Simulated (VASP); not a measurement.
A run of VASP 6.6.1 is set up as follows.

The input INCAR:

```
PREC     = Accurate       # precision mode
ENCUT    = 520            # plane-wave cutoff, eV
EDIFF    = 1E-7           # SCF threshold, eV
ISMEAR   = 0              # smearing method
SIGMA    = 0.1            # smearing width, eV
LREAL    = F              # projectors in reciprocal space
LASPH    = T              # aspherical terms in the spheres
NELM     = 80             # most SCF steps
ALGO     = Normal         # electronic algorithm
ISIF     = 2              # what is computed and relaxed
LWAVE    = F              # write WAVECAR
LCHARG   = F              # write CHGCAR
GGA      = PE             # functional
NBANDS   = 38             # bands
```

File KPOINTS:

```
Automatic mesh
0
Gamma
  6 6 6
```

Contents of POSCAR:

```
Hf4O3
1.0
    4.7440160580      0.0000000000      0.0000000000
    0.0000000000      4.7440160580      0.0000000000
    0.0000000000      0.0000000000      5.0235215859
Hf O
4 3
Direct
    0.2515289589      0.2515289589      0.2536594856
    0.7484710411      0.7484710411      0.2536594856
    0.7484710411      0.2515289589      0.7463405144
    0.2515289589      0.7484710411      0.7463405144
    0.0000000000      0.0000000000      0.0000000000
    0.0000000000      0.0000000000      0.5000000000
    0.5000000000      0.5000000000      0.0000000000
```

Potentials or basis: VASP PAW PBE potentials, release 64 (Hf_pv, O).

Run with:

```sh
$ cat potpaw_PBE.64/Hf_pv/POTCAR potpaw_PBE.64/O/POTCAR > POTCAR
$ mpirun -np 1 vasp_std > vasp.out
```

What does it give for the largest force?

0.119 eV/Å.

Predict the band gap on the k mesh.

zero (band 29 reaches 6.16 eV, above the bottom of band 30 at 5.15 eV).

Forces in eV/Å, atoms in the order of the input:
```
Hf  -0.075 -0.075 -0.054
Hf   0.075  0.075 -0.054
Hf   0.075 -0.075  0.054
Hf  -0.075  0.075  0.054
O    0.000  0.000  0.000
O    0.000  0.000  0.000
O    0.000  0.000  0.000
```

Caveat: spin-orbit coupling is left out, which moves the levels of the heavy elements.
